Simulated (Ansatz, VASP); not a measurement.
**Sr: VASP beside Ansatz**

```
Sr
1.0
     6.75941    0.00000    0.00000
    -3.37970    5.85382    0.00000
     0.00000    0.00000    4.03660
Sr
3
Direct
  0.00000 0.00000 0.00000
  0.33333 0.66667 0.50000
  0.66667 0.33333 0.50000
```

Alike in both runs: task single point; functional PBE; k mesh 7 × 7 × 10; occupations fermi-dirac, width 0.1 eV; no spin polarisation.

|  | VASP | Ansatz |
| --- | --- | --- |
| version | VASP 6.6.1 | Ansatz 0.2.0 |
| potentials or method | VASP PAW PBE potentials, release 64 (Sr_sv), cutoff 520 eV | plane waves (420 eV) with PAW, scalar-relativistic |
| valence electrons in the cell | 30 | 30 |

```tsv
	VASP	Ansatz	Ansatz less VASP
pressure (GPa)	0.5	0.5	-0.01
```

The functional is the same, so the differences come from potentials, cutoffs and numerics.
